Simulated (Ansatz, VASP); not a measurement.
**One calculation of Sn, two programs**

POSCAR

```
Sn
1.0
   -1.8820209867      1.8820209867      1.8946520000
    1.8820209867     -1.8820209867      1.8946520000
    1.8820209867      1.8820209867     -1.8946520000
Sn
1
Direct
    0.0000000000      0.0000000000      0.0000000000
```

INCAR.step1

```
PREC = Accurate
ENCUT = 520
ISMEAR = -1
SIGMA = 0.05
LREAL = False
LASPH = True
NELM = 100
NBANDS = 13
GGA = PE
ALGO = Normal
EDIFF = 1E-4
LWAVE = True
LCHARG = False
```

Contents of INCAR.step2:

```
PREC = Accurate
ENCUT = 520
EDIFF = 1E-6
ISMEAR = -1
SIGMA = 0.05
LREAL = False
LASPH = True
NELM = 100
ALGO = Normal
ISIF = 2
LWAVE = False
LCHARG = True
METAGGA = R2SCAN
LMIXTAU = True
LELF = True
LVHAR = True
NBANDS = 13
ISTART = 1
```

KPOINTS

```
regular mesh
0
Gamma
  13 13 13
```

Input for Ansatz:

```yaml
crystal:
  lattice:
    - [-1.8820209866666666, 1.8820209866666666, 1.894652]
    - [1.8820209866666666, -1.8820209866666666, 1.894652]
    - [1.8820209866666666, 1.8820209866666666, -1.894652]
  atoms:
    - { symbol: Sn, position: [0.0, 0.0, 0.0] }
basis:
  ecutwfc: 571.4391111657479
kpoints:
  mp_grid:
    grid: [13, 13, 13]
hamiltonian:
  xc: r2scan
scf:
  occupations:
    method: fermi_dirac
    width: 0.05
output:
  stress: true
```

Alike in both runs: task single point; functional r2SCAN; k mesh 13 × 13 × 13; occupations fermi-dirac, width 0.05 eV; no spin polarisation.

```csv
,VASP,Ansatz
version,VASP 6.6.1,Ansatz 0.2.0
potentials or method,"VASP PAW PBE potentials, release 64 (Sn_d), cutoff 520 eV","plane waves, PAW"
valence electrons in the cell,14,14
```

```tsv
	VASP	Ansatz	Ansatz less VASP
pressure (GPa)	0.3	0.3	-0.01
traceless stress, the component that is largest in VASP (GPa)	0.25	0.26	+0.002
```

VASP's potentials were made for PBE, not for r2SCAN. With one functional, cell and mesh, what is left measures potentials, basis and numerics.
